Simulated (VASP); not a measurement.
# NbAs (I4_1md) in VASP: a series of runs, part 2 of 2

VASP 6.6.1. The steps go on from the part before.

**3. Relaxation of cell and atoms, PBE**

INCAR reads:

```
PREC = Accurate ; ENCUT = 600
EDIFF = 1E-6 ; ISMEAR = -1
SIGMA = 0.05 ; LREAL = False
LASPH = True ; NELM = 80
ALGO = Normal ; ISIF = 3
LWAVE = False ; LCHARG = False
GGA = PE ; IBRION = 2
NSW = 60 ; EDIFFG = -0.01
```

KPOINTS reads:

```
regular mesh
0
Gamma
  11 11 11
```

POSCAR reads:

```
NbAs
1.0
   -1.7258500000      1.7258500000      5.8400000000
    1.7258500000     -1.7258500000      5.8400000000
    1.7258500000      1.7258500000     -5.8400000000
Nb As
2 2
Direct
    0.5000000000      0.0000000000      0.5000000000
    0.7500000000      0.7500000000      0.0000000000
    0.9160000000      0.4160000000      0.5000000000
    0.1660000000      0.1660000000      0.0000000000
```

Potentials or basis: VASP PAW PBE potentials, release 64 (Nb_sv, As).

On the command line:

```
> cat potpaw_PBE.64/Nb_sv/POTCAR potpaw_PBE.64/As/POTCAR > POTCAR
> mpirun -np 1 vasp_std > vasp.out
```

OUTCAR:

```text
PREC = Accurate
   ENCUT = 600
   EDIFF = 1E-6
   ISMEAR = -1
   LREAL = False
   LASPH = True
   NELM = 80
   ISIF = 3
   GGA = PE
   IBRION = 2
   NSW = 60
   EDIFFG = -0.01

 ion  position               nearest neighbor table
   1  0.500  0.000  0.500-   4 2.60   4 2.60   3 2.63   3 2.63   3 2.63   3 2.63
   2  0.750  0.750  0.000-   3 2.60   3 2.60   4 2.63   4 2.63   4 2.63   4 2.63
   3  0.916  0.416  0.500-   2 2.60   2 2.60   1 2.63   1 2.63   1 2.63   1 2.63
   4  0.166  0.166  0.000-   1 2.60   1 2.60   2 2.63   2 2.63   2 2.63   2 2.63

  LATTYP: Found a body centered tetragonal cell.
 ALAT       =     3.4517000000
 C/A-ratio  =     3.3838398470

  Lattice vectors:

 A1 = (  -1.7258500000,   1.7258500000,   5.8400000000)
 A2 = (   1.7258500000,  -1.7258500000,   5.8400000000)
 A3 = (   1.7258500000,   1.7258500000,  -5.8400000000)

Analysis of symmetry for initial positions (statically):
=====================================================================
 Subroutine PRICEL returns:
 Original cell was already a primitive cell.

 Routine SETGRP: Setting up the symmetry group for a
 body centered tetragonal supercell.

 Subroutine GETGRP returns: Found  8 space group operations
 (whereof  4 operations were pure point group operations)
 out of a pool of 16 trial point group operations.

The static configuration has the point symmetry C_2v.
 The point group associated with its full space group is C_4v.

Analysis of symmetry for dynamics (positions and initial velocities):
=====================================================================
 Subroutine PRICEL returns:
 Original cell was already a primitive cell.

 Routine SETGRP: Setting up the symmetry group for a
 body centered tetragonal supercell.

 Subroutine GETGRP returns: Found  8 space group operations
 (whereof  4 operations were pure point group operations)
 out of a pool of 16 trial point group operations.

The dynamic configuration has the point symmetry C_2v.
 The point group associated with its full space group is C_4v.

 Subroutine INISYM returns: Found  8 space group operations
[... 146 lines left out ...]
  ext. energy  EPLUGINS =         0.00000000
  ---------------------------------------------------
  free energy    TOTEN  =       -32.51000945 eV

  energy without entropy =      -32.50385467  energy(sigma->0) =      -32.50693206

------------------------ aborting loop because EDIFF is reached ----------------------------------------

  FORCE on cell =-STRESS in cart. coord.  units (eV):
  Direction    XX          YY          ZZ          XY          YZ          ZX
  --------------------------------------------------------------------------------------
  -------------------------------------------------------------------------------------
  Total        1.3425113      1.3425113      1.6297621      0.0000000      0.0000000      0.0000000
  in kB       30.9136021     30.9136021     37.5280378      0.0000000      0.0000000      0.0000000
  external PRESSURE =      33.1184140 kB  Pullay stress =       0.0000000 kB
[... 95 lines left out ...]
  FREE ENERGIE OF THE ION-ELECTRON SYSTEM (eV)
  ---------------------------------------------------
  free  energy   TOTEN  =       -32.5289415827 eV

  energy  without entropy=      -32.5227420113  energy(sigma->0) =      -32.52584180

[... ionic steps 4 to 7 ...]

--------------------------------------- Ionic step        8  -------------------------------------------

 number of electron      36.0000000 magnetization

------------------------ aborting loop because EDIFF is reached ----------------------------------------
[... 71 lines left out ...]
--------------------------------------- Ionic step       10  -------------------------------------------

 number of electron      36.0000000 magnetization

 Free energy of the ion-electron system (eV)
  ---------------------------------------------------
  ext. energy  EPLUGINS =         0.00000000
  ---------------------------------------------------
  free energy    TOTEN  =       -32.53092808 eV

  energy without entropy =      -32.52485147  energy(sigma->0) =      -32.52788978

 E-fermi :   9.4031     XC(G=0): -11.7577

 val. band max:        9.3915296861   @ k =  -0.0909   0.4545   0.0909
 cond. band min:       9.4348040715   @ k =  -0.0909   0.4545   0.0909
 fundamental gap:      0.0432743854
 Fermi energy:         9.4031345202

 k-point     1 :       0.0000    0.0000    0.0000
  band No.  band energies     occupation
      1     -45.7631      2.00000
      2     -45.7371      2.00000
      3     -21.9538      2.00000
      4     -21.8653      2.00000
      5     -21.8653      2.00000
      6     -21.7195      2.00000
[... 589 lines left out ...]
     21      11.4192      0.00000
     22      11.9530      0.00000

 [... further k-points ...]

------------------------ aborting loop because EDIFF is reached ----------------------------------------

  FORCE on cell =-STRESS in cart. coord.  units (eV):
  Direction    XX          YY          ZZ          XY          YZ          ZX
  --------------------------------------------------------------------------------------
  -------------------------------------------------------------------------------------
  Total       -0.0031097     -0.0031097      0.0111504      0.0000000      0.0000000      0.0000000
  in kB       -0.0702694     -0.0702694      0.2519673      0.0000000      0.0000000      0.0000000
  external PRESSURE =       0.0371428 kB  Pullay stress =       0.0000000 kB
[... 19 lines left out ...]
  FREE ENERGIE OF THE ION-ELECTRON SYSTEM (eV)
  ---------------------------------------------------
  free  energy   TOTEN  =       -32.5309280832 eV

  energy  without entropy=      -32.5248514679  energy(sigma->0) =      -32.52788978

 reached required accuracy - stopping structural energy minimisation
```

Run time: 42 min. Hardware: 1 thread of AMD EPYC 9R45 (Zen 5), shared host; peak memory 0.53 GiB.

Results:

- Free energy: -32.5309 eV
- Relaxed volume: 17.73 Å³/atom
- Relaxed cell: a = 6.367 Å, b = 6.367 Å, c = 6.367 Å, α = 148.33°, β = 148.33°, γ = 45.40°
- Space group after relaxing (to 0.1 Å): I4_1md (No. 109)
- Energy gained by relaxing: 5.2 meV/atom
- Ionic steps: 10
- Pressure after relaxing: 0.0 GPa
- Largest force after relaxing: 0.005 eV/Å
- Band gap on the k mesh: 0.04 eV

Forces on the atoms (eV/Å):
```
Nb   0.000  0.000  0.005
Nb   0.000  0.000  0.005
As   0.000  0.000 -0.005
As   0.000  0.000 -0.005
```

Step by step:
| step | energy change (eV) | largest force (eV/Å) | pressure (GPa) | volume (Å³) |
| --- | --- | --- | --- | --- |
| 1 | 0.0000 | 0.2987 | 3.31 | 69.58 |
| 2 | 0.0170 | 0.0614 | -4.96 | 73.26 |
| 3 | -0.0189 | 0.1319 | -0.38 | 71.09 |
| 4 | -0.0189 | 0.1349 | -0.34 | 71.06 |
| 5 | -0.0206 | 0.0063 | 0.12 | 70.87 |
| 6 | -0.0207 | 0.0115 | 0.08 | 70.89 |
| 7 | -0.0209 | 0.0010 | -0.10 | 70.95 |
| 8 | -0.0209 | 0.0065 | -0.16 | 70.98 |
| 9 | -0.0209 | 0.0039 | 0.10 | 70.84 |
| 10 | -0.0209 | 0.0050 | 0.00 | 70.90 |

Final structure:
```xyz
4
Lattice="-1.7372 1.7372 5.8736 1.7372 -1.7372 5.8736 1.7372 1.7372 -5.8736" Properties=species:S:1:pos:R:3 pbc="T T T"
Nb    1.7372    0.0000    5.8601
Nb    0.0000    0.0000    8.7969
As    0.0000    1.7372    4.9003
As    0.0000    0.0000    1.9635
```

A k mesh can miss the band edges. PBE usually gives volumes a little too large and moduli too small.
